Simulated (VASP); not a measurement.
# GaAs (F-43m) in VASP: single point with PBE

Aim: the single point of GaAs with PBE.

Everything below comes from runs of VASP 6.6.1. Logs are shortened: lines on timing, memory, paths and dates and some standing lists are left out, and cuts for length are marked.

## Step 1: The cell of the first run

It takes space group F-43m (No. 216, cubic). Conventional cell: a = 5.746 Å, b = 5.746 Å, c = 5.746 Å, α = 90.00°, β = 90.00°, γ = 90.00°. Ga (site symmetry -43m) has 4 As at 2.49 Å within 3.3 Å. Within 3.3 Å of As (site symmetry -43m) lie 4 Ga at 2.49 Å.

## Step 2: Single point, PBE

File INCAR:

```
PREC = Accurate
ENCUT = 520
EDIFF = 1E-6
ISMEAR = 0
SIGMA = 0.05
LREAL = Auto
LASPH = True
NELM = 100
ALGO = Normal
ISIF = 2
LWAVE = False
LCHARG = False
GGA = PE
NBANDS = 166
LUSENCCL = False
```

File KPOINTS:

```
Automatic mesh
0
Gamma
  3 3 3
```

File POSCAR:

```
GaAs
1.0
   -5.7459815546     -5.7459815546      5.7459815546
    5.7459815546      5.7459815546      5.7459815546
   -5.7459815546      5.7459815546     -5.7459815546
Ga As
16 16
Direct
    0.2500000000      0.5000000000      0.2500000000
    0.5000000000      0.5000000000      0.0000000000
    0.2500000000      0.7500000000      0.0000000000
    0.7500000000      0.5000000000      0.7500000000
    0.5000000000      0.7500000000      0.7500000000
    0.2500000000      0.0000000000      0.7500000000
    0.0000000000      0.5000000000      0.5000000000
    0.7500000000      0.7500000000      0.5000000000
    0.5000000000      0.0000000000      0.5000000000
    0.2500000000      0.2500000000      0.5000000000
    0.0000000000      0.7500000000      0.2500000000
    0.7500000000      0.0000000000      0.2500000000
    0.5000000000      0.2500000000      0.2500000000
    0.0000000000      0.0000000000      0.0000000000
    0.7500000000      0.2500000000      0.0000000000
    0.0000000000      0.2500000000      0.7500000000
    0.0000000000      0.2500000000      0.0000000000
    0.2500000000      0.2500000000      0.7500000000
    0.0000000000      0.5000000000      0.7500000000
    0.5000000000      0.2500000000      0.5000000000
    0.2500000000      0.5000000000      0.5000000000
    0.0000000000      0.7500000000      0.5000000000
    0.7500000000      0.2500000000      0.2500000000
    0.5000000000      0.5000000000      0.2500000000
    0.2500000000      0.7500000000      0.2500000000
    0.0000000000      0.0000000000      0.2500000000
    0.7500000000      0.5000000000      0.0000000000
    0.5000000000      0.7500000000      0.0000000000
    0.2500000000      0.0000000000      0.0000000000
    0.7500000000      0.7500000000      0.7500000000
    0.5000000000      0.0000000000      0.7500000000
    0.7500000000      0.0000000000      0.5000000000
```

Potentials or basis: VASP PAW PBE potentials, release 64 (Ga_d, As).

Started as:

```sh
> cat potpaw_PBE.64/Ga_d/POTCAR potpaw_PBE.64/As/POTCAR > POTCAR
> mpirun -np 1 vasp_std > vasp.out
```

OUTCAR:

```text
PREC = Accurate
   ENCUT = 520
   EDIFF = 1E-6
   ISMEAR = 0
   LREAL = Auto
   LASPH = True
   NELM = 100
   ISIF = 2
   GGA = PE

 ion  position               nearest neighbor table
   1  0.250  0.500  0.250-  17 2.49  21 2.49  24 2.49  25 2.49
   2  0.500  0.500  0.000-  18 2.49  24 2.49  27 2.49  28 2.49
   3  0.250  0.750  0.000-  19 2.49  25 2.49  28 2.49  29 2.49
   4  0.750  0.500  0.750-  19 2.49  20 2.49  27 2.49  30 2.49
   5  0.500  0.750  0.750-  21 2.49  28 2.49  30 2.49  31 2.49
   6  0.250  0.000  0.750-  18 2.49  22 2.49  29 2.49  31 2.49
[... 24 lines left out ...]
  31  0.500  0.000  0.750-   5 2.49   6 2.49   9 2.49  15 2.49
  32  0.750  0.000  0.500-   8 2.49   9 2.49  12 2.49  16 2.49

  LATTYP: Found a body centered cubic cell.
 ALAT       =    11.4919631092

  Lattice vectors:

 A1 = (  -5.7459815546,  -5.7459815546,   5.7459815546)
 A2 = (   5.7459815546,   5.7459815546,   5.7459815546)
 A3 = (  -5.7459815546,   5.7459815546,  -5.7459815546)

Analysis of symmetry for initial positions (statically):
=====================================================================
 Subroutine PRICEL returns following result:

  LATTYP: Found a face centered cubic cell.
 ALAT       =     5.7459815546

  Lattice vectors:

 A1 = (   2.8729907773,   2.8729907773,   0.0000000000)
 A2 = (   2.8729907773,   0.0000000000,  -2.8729907773)
 A3 = (   0.0000000000,   2.8729907773,  -2.8729907773)

  16 primitive cells build up your supercell.

 Routine SETGRP: Setting up the symmetry group for a
 body centered cubic supercell.

 Subroutine GETGRP returns: Found 24 space group operations
 (whereof 24 operations were pure point group operations)
 out of a pool of 48 trial point group operations.

The static configuration has the point symmetry T_d .

Analysis of symmetry for dynamics (positions and initial velocities):
=====================================================================
 Subroutine PRICEL returns following result:

  LATTYP: Found a face centered cubic cell.
 ALAT       =     5.7459815546

  Lattice vectors:

 A1 = (   2.8729907773,   2.8729907773,   0.0000000000)
 A2 = (   2.8729907773,   0.0000000000,  -2.8729907773)
 A3 = (   0.0000000000,   2.8729907773,  -2.8729907773)

  16 primitive cells build up your supercell.

 Routine SETGRP: Setting up the symmetry group for a
 body centered cubic supercell.

 Subroutine GETGRP returns: Found 24 space group operations
 (whereof 24 operations were pure point group operations)
 out of a pool of 48 trial point group operations.

The dynamic configuration has the point symmetry T_d .

 Subroutine INISYM returns: Found 24 space group operations
 (whereof 24 operations are pure point group operations),
 and found    16 'primitive' translations

----------------------------------------------------------------------------------------

                                     Primitive cell

  volume of cell :      47.4278

  direct lattice vectors                    reciprocal lattice vectors
     2.872990777  2.872990777  0.000000000     0.174034669  0.174034669  0.174034669
     2.872990777  0.000000000 -2.872990777     0.174034669 -0.174034669 -0.174034669
     0.000000000  2.872990777 -2.872990777    -0.174034669  0.174034669 -0.174034669

  length of vectors
     4.063022522  4.063022522  4.063022522     0.301436890  0.301436890  0.301436890

  position of ions in fractional coordinates (direct lattice)
     1.000000000  0.000000000  0.000000000
     0.750000000  0.750000000  0.750000000

  ion indices of the primitive-cell ions
   primitive index   ion index
                 1           1
                 2          24

----------------------------------------------------------------------------------------

 KPOINTS: Automatic mesh

Automatic generation of k-mesh.
 Grid dimensions read from file:
 generate k-points for:    3    3    3

 Generating k-lattice:

  Cartesian coordinates                     Fractional coordinates (reciprocal lattice)
    -0.029005778  0.000000000  0.029005778     0.333333333  0.000000000  0.000000000
     0.000000000  0.029005778  0.029005778     0.000000000  0.333333333  0.000000000
    -0.029005778  0.029005778  0.000000000     0.000000000  0.000000000  0.333333333

  Length of vectors
     0.041020365  0.041020365  0.041020365

  Shift w.r.t. Gamma in fractional coordinates (k-lattice)
     0.000000000  0.000000000  0.000000000

 Subroutine IBZKPT returns following result:
 ===========================================

 Found      4 irreducible k-points:

 Following reciprocal coordinates:
            Coordinates               Weight
  0.000000  0.000000  0.000000      1.000000
  0.333333  0.000000  0.000000     12.000000
  0.333333  0.333333  0.000000      8.000000
 -0.333333  0.333333  0.333333      6.000000
   k-points           NKPTS =      4   k-points in BZ     NKDIM =      4   number of bands    NBANDS=    166
   number of dos      NEDOS =    301   number of ions     NIONS =     32
   total plane-waves  NPLWV = 512000
   dimension x,y,z NGX =    80 NGY =   80 NGZ =   80
   dimension x,y,z NGXF=   160 NGYF=  160 NGZF=  160
   ions per type =              16  16
   NGX,Y,Z   is equivalent  to a cutoff of  13.36, 13.36, 13.36 a.u.
   NGXF,Y,Z  is equivalent  to a cutoff of  26.73, 26.73, 26.73 a.u.
 SYSTEM =  unknown system
   PREC   = accura    normal or accurate (medium, high low for compatibility)
   ISTART =      0    job   : 0-new  1-cont  2-samecut
   ICHARG =      2    charge: 1-file 2-atom 10-const
   ISPIN  =      1    spin polarized calculation?
   LNONCOLLINEAR =      F non collinear calculations
   LSORBIT =      F    spin-orbit coupling
   LASPH  =      T    aspherical Exc in radial PAW
   ENCUT  =  520.0 eV  38.22 Ry    6.18 a.u.  18.50 18.50 18.50*2*pi/ulx,y,z
   NELM   =    100;   NELMIN=  2; NELMDL= -5     # of ELM steps
   EDIFF  = 0.1E-05   stopping-criterion for ELM
   LREAL  =      T    real-space projection
   EDIFFG = 0.1E-04   stopping-criterion for IOM
   NSW    =      0    number of steps for IOM
   IBRION =     -1    ionic relax: 0-MD 1-quasi-New 2-CG
   NFREE  =      0    steps in history (QN), initial steepest desc. (CG)
   ISIF   =      2    stress and relaxation
   ISYM   =      2    0-nonsym 1-usesym 2-fastsym
   POTIM  = 0.5000    time-step for ionic-motion
   TEBEG  =    0.0;   TEEND  =   0.0 temperature during run
   PSTRESS=    0.0 pullay stress
   NELECT =     288.0000    total number of electrons
   NUPDOWN=      -1.0000    fix difference up-down
   EMIN   =  10.00;   EMAX   =-10.00  energy-range for DOS
   EFERMI =   0.00;   METHOD = LEGACY
   ISMEAR =     0;   SIGMA  =   0.05  broadening in eV -4-tet -1-fermi 0-gaus
   EFERMI_NEDOS =   21; number of points for ismear=-14 and -15
   IALGO  =     38    algorithm
   IMIX   =      4    mixing-type and parameters
     AMIX     =   0.40;   BMIX     =  1.00
     AMIX_MAG =   1.60;   BMIX_MAG =  1.00
  volume/ion in A,a.u.               =      23.71       160.03
  Fermi-wavevector in a.u.,A,eV,Ry     =   1.185281  2.239857 19.114713  1.404892
  Thomas-Fermi vector in A             =   2.321478
   LORBIT       =      0    0 simple, 1 ext, 2 COOP (PROOUT), +10 PAW based schemes
   GGA     = PE    functional components
   LHFCALC =     F    Hartree Fock is set to
   AEXX    =    0.0000 exact exchange contribution
   IVDW    =     0    specifies the selected vdW correction
   LEPSILON=     F    determine dielectric tensor
   LRPA    =     F    only Hartree local field effects (RPA)
 non-spin polarized calculation
 Gauss-broadening in eV      SIGMA  =   0.05
  energy-cutoff  :      520.00
  volume of cell :      758.84
 maximum number of plane-waves:     20476
 NGX is ok and might be reduce to    80
   NGX = 37   NGY = 37   NGZ = 37

 number of electron     288.0000189 magnetization

 Free energy of the ion-electron system (eV)
  ---------------------------------------------------
  ext. energy  EPLUGINS =         0.00000000
  ---------------------------------------------------
  free energy    TOTEN  =      -132.40299574 eV

  energy without entropy =     -132.40272586  energy(sigma->0) =     -132.40286080

 E-fermi :   3.5744     XC(G=0):  -9.3714

 val. band max:        3.4867005237   @ k =   0.0000   0.0000   0.0000
 cond. band min:       3.6472162633   @ k =   0.0000   0.0000   0.0000
 fundamental gap:      0.1605157396
 Fermi energy:         3.5743844805

 k-point     1 :       0.0000    0.0000    0.0000
  band No.  band energies     occupation
      1     -11.3332      2.00000
      2     -11.3332      2.00000
      3     -11.3332      2.00000
      4     -11.3026      2.00000
      5     -11.3026      2.00000
      6     -11.3026      2.00000
[... 148 lines left out ...]
    155       6.1007      0.00000
    156       6.1007      0.00000

 k-point     2 :       0.3333    0.0000    0.0000
  band No.  band energies     occupation
      1     -11.3282      2.00000
      2     -11.3259      2.00000
      3     -11.3259      2.00000
      4     -11.3172      2.00000
      5     -11.3110      2.00000
      6     -11.3110      2.00000
[... 148 lines left out ...]
    155       5.9416      0.00000
    156       5.9416      0.00000

 k-point     3 :       0.3333    0.3333    0.0000
  band No.  band energies     occupation
      1     -11.3194      2.00000
      2     -11.3194      2.00000
      3     -11.3194      2.00000
      4     -11.3194      2.00000
      5     -11.3194      2.00000
      6     -11.3194      2.00000
[... 148 lines left out ...]
    155       6.0059      0.00000
    156       6.0059      0.00000

 k-point     4 :      -0.3333    0.3333    0.3333
  band No.  band energies     occupation
      1     -11.3249      2.00000
      2     -11.3249      2.00000
      3     -11.3192      2.00000
      4     -11.3192      2.00000
      5     -11.3192      2.00000
      6     -11.3192      2.00000
[... 148 lines left out ...]
    155       6.1076      0.00000
    156       6.4584      0.00000
 [bands above 156 left out]

------------------------ aborting loop because EDIFF is reached ----------------------------------------

  FORCE on cell =-STRESS in cart. coord.  units (eV):
  Direction    XX          YY          ZZ          XY          YZ          ZX
  --------------------------------------------------------------------------------------
  -------------------------------------------------------------------------------------
  Total        0.9919397      0.9919397      0.9919397      0.0000000      0.0000000      0.0000000
  in kB        2.0943206      2.0943206      2.0943206      0.0000000      0.0000000      0.0000000
  external PRESSURE =       2.0943206 kB  Pullay stress =       0.0000000 kB

 VOLUME and BASIS-vectors are now :
 -----------------------------------------------------------------------------
  energy-cutoff  :      520.00
  volume of cell :      758.84
      direct lattice vectors                 reciprocal lattice vectors
    -5.745981555 -5.745981555  5.745981555    -0.087017335  0.000000000  0.087017335
     5.745981555  5.745981555  5.745981555     0.000000000  0.087017335  0.087017335
    -5.745981555  5.745981555 -5.745981555    -0.087017335  0.087017335  0.000000000

 POSITION                                       TOTAL-FORCE (eV/Angst)
 -----------------------------------------------------------------------------------
      0.00000      2.87299      2.87299         0.000000      0.000000      0.000000
      0.00000      0.00000      5.74598         0.000000     -0.000000      0.000000
      2.87299      2.87299      5.74598         0.000000     -0.000000      0.000000
     -5.74598      2.87299      2.87299         0.000000     -0.000000      0.000000
     -2.87299      5.74598      2.87299         0.000000     -0.000000      0.000000
     -5.74598      2.87299     -2.87299         0.000000     -0.000000      0.000000
[... 24 lines left out ...]
     -7.18248      1.43650     -1.43650        -0.000000     -0.000000     -0.000000
     -7.18248     -1.43650      1.43650         0.000000      0.000000     -0.000000
 -----------------------------------------------------------------------------------
    total drift:                               -0.000001      0.000001      0.000003

  FREE ENERGIE OF THE ION-ELECTRON SYSTEM (eV)
  ---------------------------------------------------
  free  energy   TOTEN  =      -132.4029957440 eV

  energy  without entropy=     -132.4027258616  energy(sigma->0) =     -132.40286080
```

It took 78 s on 1 × NVIDIA H100 80GB with 1 thread of AMD EPYC 7R13 (Zen 3), shared host; peak memory 1.9 GiB.

Results:

```
Free energy            : -132.4030 eV
Pressure               : 0.2 GPa
Band gap on the k mesh : 0.16 eV
```
